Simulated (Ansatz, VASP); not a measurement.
MgBCl5 in VASP and in Ansatz

```xyz
7
Lattice="4.3894 0.0000 0.0000 0.0000 4.3894 0.0000 0.0000 0.0000 7.5997" Properties=species:S:1:pos:R:3 pbc="T T T"
Mg    0.0000    0.0000    0.0000
B     2.1947    2.1947    3.7998
Cl    2.1947    0.0000    6.1898
Cl    2.1947    0.0000    1.4099
Cl    0.0000    2.1947    6.1898
Cl    0.0000    2.1947    1.4099
Cl    0.0000    0.0000    3.7998
```

Change from the starting cell: species swapped into the BaYF5 type (P4/mmm, No. 123).

Alike in both runs: task single point; functional PBE; k mesh 4 × 4 × 2; occupations gaussian, width 0.1 eV; no spin polarisation.

```csv
,VASP,Ansatz
version,VASP 6.6.1,Ansatz 0.2.0
potentials or method,"VASP PAW PBE potentials, release 64 (Mg, B, Cl), cutoff 520 eV","scalar-relativistic, plane waves, PAW"
valence electrons in the cell,40,48
```

VASP gave:

* gap on the k mesh at the Fermi level (eV): none
* pressure (GPa): 1.8
* traceless stress, the component that is largest in VASP (GPa): 0.26
* rms of the force components (eV/Å): 0.178

Which values does Ansatz return?

gap on the k mesh at the Fermi level (eV): none; pressure (GPa): 1.9; traceless stress, the component that is largest in VASP (GPa): 0.26; rms of the force components (eV/Å): 0.184.

Atom by atom the forces differ by 0.006 eV/Å (rms over components). A gap of «none» marks a metal or a gap that the smearing closes. VASP's potentials hold 40 valence electrons a cell and Ansatz's 48, so a difference there can come from the potentials and not from the codes.

The k mesh is coarse, so the values compare programs but aren't converged.
